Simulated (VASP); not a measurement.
# PtS2 in VASP: notebook

Runs on PtS2. Level: PBE+D3(BJ). Tasks: single point.

Program: VASP 6.6.1. These are calculated values, not measurements. Logs are shortened: lines on timing, memory, paths and dates and some standing lists are left out, and cuts for length are marked.

## Step 1: The cell of the first run

The cell holds a slab with vacuum, 6 atoms: a = 3.542 Å, b = 3.542 Å, c = 22.467 Å, α = 90.00°, β = 90.00°, γ = 120.00°.

## Step 2: Single point, PBE+D3(BJ)

Contents of INCAR:

```
ALGO = Normal
DIPOL = 0.5 0.5 0.383
EDIFF = 1E-6
ENCUT = 520
GGA = PE
IDIPOL = 3
ISIF = 2
ISMEAR = 0
IVDW = 12
LASPH = True
LCHARG = False
LDIPOL = True
LREAL = False
LWAVE = False
NBANDS = 31
NELM = 80
PREC = Accurate
SIGMA = 0.05
```

Contents of KPOINTS:

```
k-points
0
Gamma
  9 9 1
```

Contents of POSCAR:

```
PtS2
1.0
    3.5415269801      0.0000000000      0.0000000000
   -1.7707634901      3.0670523330      0.0000000000
    0.0000000000      0.0000000000     22.4670671688
S Pt
4 2
Direct
    0.6666666667      0.3333333333      0.2002931654
    0.3333333333      0.6666666667      0.3108342327
    0.6666666667      1.3333333333      0.4550453118
    1.0000000000      1.0000000000      0.5655863791
    0.0000000000      0.0000000000      0.2555636990
    1.3333333333      1.6666666667      0.5103158454
```

Potentials or basis: VASP PAW PBE potentials, release 64 (S, Pt).

The run is started by

```
cat potpaw_PBE.64/S/POTCAR potpaw_PBE.64/Pt/POTCAR > POTCAR
mpirun -np 1 vasp_std > vasp.out
```

OUTCAR:

```text
EDIFF = 1E-6
   ENCUT = 520
   GGA = PE
   ISIF = 2
   ISMEAR = 0
   IVDW = 12
   LASPH = True
   LREAL = False
   NELM = 80
   PREC = Accurate
 IVDW          = 12

 ion  position               nearest neighbor table
   1  0.667  0.333  0.200-   5 2.39   5 2.39   5 2.39
   2  0.333  0.667  0.311-   5 2.39   5 2.39   5 2.39
   3  0.667  0.333  0.455-   6 2.39   6 2.39   6 2.39
   4  0.000  0.000  0.566-   6 2.39   6 2.39   6 2.39
   5  0.000  0.000  0.256-   1 2.39   1 2.39   1 2.39   2 2.39   2 2.39   2 2.39
   6  0.333  0.667  0.510-   3 2.39   3 2.39   3 2.39   4 2.39   4 2.39   4 2.39

  LATTYP: Found a hexagonal cell.
 ALAT       =     3.5415269801
 C/A-ratio  =     6.3438927036

  Lattice vectors:

 A1 = (   3.5415269801,   0.0000000000,   0.0000000000)
 A2 = (  -1.7707634901,   3.0670523330,   0.0000000000)
 A3 = (   0.0000000000,   0.0000000000,  22.4670671688)

Analysis of symmetry for initial positions (statically):
=====================================================================
 Subroutine PRICEL returns:
 Original cell was already a primitive cell.

 Routine SETGRP: Setting up the symmetry group for a
 hexagonal supercell.

 Subroutine GETGRP returns: Found  6 space group operations
 (whereof  6 operations were pure point group operations)
 out of a pool of 24 trial point group operations.

The static configuration has the point symmetry C_3v.

Analysis of symmetry for dynamics (positions and initial velocities):
=====================================================================
 Subroutine PRICEL returns:
 Original cell was already a primitive cell.

 Routine SETGRP: Setting up the symmetry group for a
 hexagonal supercell.

 Subroutine GETGRP returns: Found  6 space group operations
 (whereof  6 operations were pure point group operations)
 out of a pool of 24 trial point group operations.

The dynamic configuration has the point symmetry C_3v.

 Subroutine INISYM returns: Found  6 space group operations
 (whereof  6 operations are pure point group operations),
 and found     1 'primitive' translations

----------------------------------------------------------------------------------------

                                     Primitive cell

  volume of cell :     244.0384

  direct lattice vectors                    reciprocal lattice vectors
     3.541526980  0.000000000  0.000000000     0.282364078  0.163022976  0.000000000
[... 89 lines left out ...]
   POTIM  = 0.5000    time-step for ionic-motion
   TEBEG  =    0.0;   TEEND  =   0.0 temperature during run
   PSTRESS=    0.0 pullay stress
   NELECT =      44.0000    total number of electrons
   NUPDOWN=      -1.0000    fix difference up-down
   EMIN   =  10.00;   EMAX   =-10.00  energy-range for DOS
   EFERMI =   0.00;   METHOD = LEGACY
   ISMEAR =     0;   SIGMA  =   0.05  broadening in eV -4-tet -1-fermi 0-gaus
   EFERMI_NEDOS =   21; number of points for ismear=-14 and -15
   IALGO  =     38    algorithm
   IMIX   =      4    mixing-type and parameters
     AMIX     =   0.40;   BMIX     =  1.00
     AMIX_MAG =   1.60;   BMIX_MAG =  1.00
  volume/ion in A,a.u.               =      40.67       274.48
  Fermi-wavevector in a.u.,A,eV,Ry     =   0.924854  1.747720 11.637801  0.855354
  Thomas-Fermi vector in A             =   2.050645
   LORBIT       =      0    0 simple, 1 ext, 2 COOP (PROOUT), +10 PAW based schemes
   GGA     = PE    functional components
   LHFCALC =     F    Hartree Fock is set to
   AEXX    =    0.0000 exact exchange contribution
   IVDW    =    12    specifies the selected vdW correction
   LEPSILON=     F    determine dielectric tensor
   LRPA    =     F    only Hartree local field effects (RPA)
 non-spin polarized calculation
 Gauss-broadening in eV      SIGMA  =   0.05
  energy-cutoff  :      520.00
  volume of cell :      244.04
 maximum number of plane-waves:      6671
 NGX is ok and might be reduce to    28
   NGX = 13   NGY = 13   NGZ = 83

 number of electron      44.0000001 magnetization

 dipolmoment           0.000000      0.000000     -0.003115 electrons x Angstroem

 Free energy of the ion-electron system (eV)
  ---------------------------------------------------
  ext. energy  EPLUGINS =         0.00000000
  ---------------------------------------------------
  free energy    TOTEN  =       -30.89938277 eV

  energy without entropy =      -30.89938277  energy(sigma->0) =      -30.89938277

 E-fermi :  -0.3292     XC(G=0):  -5.4339

 val. band max:       -0.5623502818   @ k =   0.1111   0.1111   0.0000
 cond. band min:       0.8580487861   @ k =   0.2222   0.0000   0.0000
 fundamental gap:      1.4203990679
 Fermi energy:        -0.3292241770

 k-point     1 :       0.0000    0.0000    0.0000
  band No.  band energies     occupation
      1     -14.9322      2.00000
      2     -14.8558      2.00000
      3     -12.7670      2.00000
      4     -12.6230      2.00000
      5      -6.4150      2.00000
      6      -6.4150      2.00000
[... 397 lines left out ...]
     30       7.8851      0.00000
     31       8.0322      0.00000

------------------------ aborting loop because EDIFF is reached ----------------------------------------

 vacuum level on the upper side and lower side of the slab       (xc-potential included)        -0.215        -0.183

 Edisp (eV)   -1.92744

 E8    (eV) :    -0.7987

  FORCE on cell =-STRESS in cart. coord.  units (eV):
  Direction    XX          YY          ZZ          XY          YZ          ZX
  --------------------------------------------------------------------------------------
  -------------------------------------------------------------------------------------
  Total      -0.47686    -0.47686    -0.92318     0.00000     0.00000    -0.00000
  in kB      -3.13070    -3.13070    -6.06095     0.00000     0.00000    -0.00000
  external pressure =       -4.11 kB  Pullay stress =        0.00 kB

 VOLUME and BASIS-vectors are now :
 -----------------------------------------------------------------------------
  energy-cutoff  :      520.00
  volume of cell :      244.04
      direct lattice vectors                 reciprocal lattice vectors
     3.541526980  0.000000000  0.000000000     0.282364078  0.163022976  0.000000000
    -1.770763490  3.067052333  0.000000000     0.000000000  0.326045953  0.000000000
     0.000000000  0.000000000 22.467067169     0.000000000  0.000000000  0.044509592

 POSITION                                       TOTAL-FORCE (eV/Angst)
 -----------------------------------------------------------------------------------
      1.77076      1.02235      4.50000        -0.000000     -0.000000      0.036497
     -0.00000      2.04470      6.98353         0.000000      0.000000      0.002735
      1.77076      1.02235     10.22353         0.000000     -0.000000     -0.016691
      0.00000      0.00000     12.70707         0.000000     -0.000000     -0.040929
      0.00000      0.00000      5.74177         0.000000      0.000000      0.099212
     -0.00000      2.04470     11.46530        -0.000000     -0.000000     -0.080825
 -----------------------------------------------------------------------------------
    total drift:                                0.000000     -0.000000     -0.000232

  FREE ENERGIE OF THE ION-ELECTRON SYSTEM (eV)
  ---------------------------------------------------
  free  energy   TOTEN  =       -32.8268250880 eV

  energy  without entropy=      -32.8268250880  energy(sigma->0) =      -32.82682509

 vacuum level on the upper side and lower side of the slab         5.279         5.312
```

OSZICAR:

```text
N       E                     dE             d eps       ncg     rms          rms(c)
DAV:   1     0.309030839554E+03    0.30903E+03   -0.18016E+04   744   0.117E+03
DAV:   2    -0.405841336780E+01   -0.31309E+03   -0.29606E+03   966   0.226E+02
DAV:   3    -0.328353328944E+02   -0.28777E+02   -0.28254E+02   915   0.736E+01
[... 11 lines left out ...]
DAV:  15    -0.308994113180E+02    0.12131E-03   -0.19489E-04   870   0.539E-02    0.146E-01
DAV:  16    -0.308993927754E+02    0.18543E-04   -0.22379E-05  1025   0.211E-02    0.945E-02
DAV:  17    -0.308993878363E+02    0.49390E-05   -0.38772E-06   826   0.109E-02    0.695E-02
DAV:  18    -0.308993825734E+02    0.52629E-05   -0.20947E-05   877   0.175E-02    0.178E-02
DAV:  19    -0.308993827719E+02   -0.19847E-06   -0.10566E-06   624   0.514E-03
   1 F= -.32826825E+02 E0= -.32826825E+02  d E =-.759056E-12
```

stdout:

```text
POSCAR found type information on POSCAR S Pt
 POSCAR found :  2 types and       6 ions
 scaLAPACK will be used
 LDA part: xc-table for (Slater+PW92), standard interpolation
 POSCAR, INCAR and KPOINTS ok, starting setup
 FFT: planning ... GRIDC
 FFT: planning ... GRID_SOFT
 FFT: planning ... GRID
 WAVECAR not read
 entering main loop
```

It took 73 s on 1 thread of Intel Xeon 6975P-C (Granite Rapids), shared host; peak memory 0.37 GiB.

Results:

```
Free energy                : -32.8268 eV
Largest force              : 0.099 eV/Å
Band gap on the k mesh     : 1.42 eV, indirect (least direct gap 1.56 eV)
Dispersion energy per atom : -0.321 eV
```

Forces on the atoms (eV/Å):
```
S    0.000  0.000  0.036
S    0.000  0.000  0.003
S    0.000  0.000 -0.017
S    0.000  0.000 -0.041
Pt   0.000  0.000  0.099
Pt   0.000  0.000 -0.081
```

Levels at points of the mesh, in eV from the valence-band top:
| k point | band 19 | band 20 | band 21 | band 22 | band 23 | band 24 | band 25 | band 26 |
| --- | --- | --- | --- | --- | --- | --- | --- | --- |
| (0.00, 0.00, 0.00) | -0.56 | -0.50 | -0.50 | -0.45 | 2.90 | 2.90 | 2.99 | 2.99 |

Caveat: spin-orbit coupling is left out, which moves the levels of the heavy elements.

## Step 3: Single point, PBE+D3(BJ)

Contents of INCAR:

```
SYSTEM = PtS2
PREC = Accurate
ENCUT = 520
EDIFF = 1E-7
ISMEAR = 0
SIGMA = 0.05
LREAL = .False.
LASPH = .True.
NELM = 60
ALGO = Normal
ISIF = 2
LWAVE = .False.
LCHARG = .False.
LDIPOL = .True.
IDIPOL = 3
DIPOL = 0.5 0.5 0.383
GGA = PE
IVDW = 12
NBANDS = 31
```

Contents of KPOINTS:

```
regular mesh
0
Gamma
  9 9 1
  0 0 0
```

POSCAR is that of step 2.

Potentials or basis: VASP PAW PBE potentials, release 64 (S, Pt).

The run is started by

```
cat potpaw_PBE.64/S/POTCAR potpaw_PBE.64/Pt/POTCAR > POTCAR
mpirun -np 1 vasp_std > vasp.out
```

Wall time 94 s (1 thread of Intel Xeon 6975P-C (Granite Rapids), shared host); peak memory 0.38 GiB.

It converged, with:

```yaml
Free_energy: -32.8268 eV
Largest_force: 0.099 eV/Å
Band_gap_on_the_k_mesh: 1.42 eV, indirect (least direct gap 1.56 eV)
Dispersion_energy_per_atom: -0.321 eV
```

Forces in eV/Å, atoms in the order of the input:
```
S    0.000  0.000  0.036
S    0.000  0.000  0.003
S    0.000  0.000 -0.017
S    0.000  0.000 -0.041
Pt   0.000  0.000  0.099
Pt   0.000  0.000 -0.081
```

Levels at points of the mesh, in eV from the valence-band top:
| k point | band 19 | band 20 | band 21 | band 22 | band 23 | band 24 | band 25 | band 26 |
| --- | --- | --- | --- | --- | --- | --- | --- | --- |
| (0.00, 0.00, 0.00) | -0.56 | -0.50 | -0.50 | -0.45 | 2.90 | 2.90 | 2.99 | 2.99 |

Caveat: spin-orbit coupling is left out, which moves the levels of the heavy elements.
